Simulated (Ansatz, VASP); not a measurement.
## KCl: VASP beside Ansatz

File INCAR:

```
SYSTEM = KCl
ALGO     = Normal         ! electronic algorithm
EDIFF    = 1E-7           ! SCF threshold, eV
ENCUT    = 520            ! plane-wave cutoff, eV
GGA      = PE             ! functional
ISIF     = 2              ! what is computed and relaxed
ISMEAR   = -1             ! smearing method
LASPH    = .TRUE.         ! aspherical terms in the spheres
LCHARG   = .FALSE.        ! write CHGCAR
LREAL    = .FALSE.        ! projectors in reciprocal space
LWAVE    = .FALSE.        ! write WAVECAR
NBANDS   = 15             ! bands
NELM     = 60             ! most SCF steps
PREC     = Accurate       ! precision mode
SIGMA    = 0.03           ! smearing width, eV
```

Contents of KPOINTS:

```
k-points
0
G
  7 7 7
  0 0 0
```

POSCAR

```
KCl
1.0
    0.0000000000      3.1097977349      3.2507830000
    3.1097977349      0.0000000000      3.2507830000
    3.1097977349      3.1097977349      0.0000000000
K Cl
1 1
Direct
    0.0000000000      0.0000000000      0.0000000000
    0.5000000000      0.5000000000      0.5000000000
```

Input for Ansatz:

```yaml
crystal:
  lattice:
    - [0.0, 3.1097977349, 3.250783]
    - [3.1097977349, 0.0, 3.250783]
    - [3.1097977349, 3.1097977349, 0.0]
  atoms:
    - { symbol: K, position: [0.0, 0.0, 0.0] }
    - { symbol: Cl, position: [0.5, 0.5, 0.5] }
kpoints:
  mp_grid: { grid: [7, 7, 7] }
scf:
  occupations: { method: fermi_dirac, width: 0.03 }
hamiltonian:
  xc: pbe
  pseudopotentials: { kind: all_electron, lapw: { basis_error: 0.001 } }
output:
  forces: true
  stress: true
  eigenvalues: true
```

Change from the starting cell: z stretched by +3 % at fixed volume.

Alike in both runs: task single point; functional PBE; k mesh 7 × 7 × 7; occupations fermi-dirac, width 0.03 eV; no spin polarisation.

```csv
,VASP,Ansatz
version,VASP 6.6.1,Ansatz 0.2.0
potentials or method,"VASP PAW PBE potentials, release 64 (K_sv, Cl), cutoff 520 eV","all-electron LAPW, scalar-relativistic"
```

|  | VASP | Ansatz | Ansatz less VASP |
| --- | --- | --- | --- |
| gap on the k mesh at the Fermi level (eV) | 5.14 | 5.14 | +0.002 |
| pressure (GPa) | 0.7 | 0.7 | -0.02 |
| traceless stress, the component that is largest in VASP (GPa) | -1.00 | -0.98 | +0.019 |

Ansatz ran all-electron here, and VASP with PAW potentials.
